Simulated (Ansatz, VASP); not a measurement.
# CdI2: VASP beside Ansatz

```
Cd I
1.0
     4.24701    0.00000    0.00000
    -2.12350    3.67802    0.00000
     0.00000    0.00000    6.89503
Cd I
1 2
Direct
  0.00000 0.00000 0.00000
  0.33333 0.66667 0.24939
  0.66667 0.33333 0.75061
```

Alike in both runs: task single point; functional PBE-based screened hybrid with a share of 0.2 of exact exchange and HFSCREEN = 0.2078; k mesh 6 × 6 × 2; no spin polarisation.

|  | VASP | Ansatz |
| --- | --- | --- |
| version | VASP 6.6.1 | Ansatz 0.2.0 |
| potentials or method | VASP PAW PBE potentials, release 64 (Cd, I) | plane waves |
| plane-wave cutoff (eV) | 400 | 420 |
| occupations | gaussian, width 0.01 eV | fixed |
| valence electrons in the cell | 26 | 54 |

Ansatz gave:

```
gap on the k mesh at the Fermi level (eV)                     : 3.14
pressure (GPa)                                                : 0.9
traceless stress, the component that is largest in VASP (GPa) : -0.08
rms of the force components (eV/Å)                            : 0.024
```

Question: What did VASP give for the same quantities?

Answer: gap on the k mesh at the Fermi level (eV): 3.14; pressure (GPa): 0.8; traceless stress, the component that is largest in VASP (GPa): -0.09; rms of the force components (eV/Å): 0.016.

VASP's potentials were made for PBE, not for PBE-based screened hybrid. Atom by atom the forces differ by 0.008 eV/Å (rms over components). VASP's potentials hold 26 valence electrons a cell and Ansatz's 54, so a difference there can come from the potentials and not from the codes. Ansatz's warnings: stress exchange threshold loose, stress scf threshold loose.

The k mesh is coarse, so the values compare programs but aren't converged. Spin-orbit coupling is off throughout.
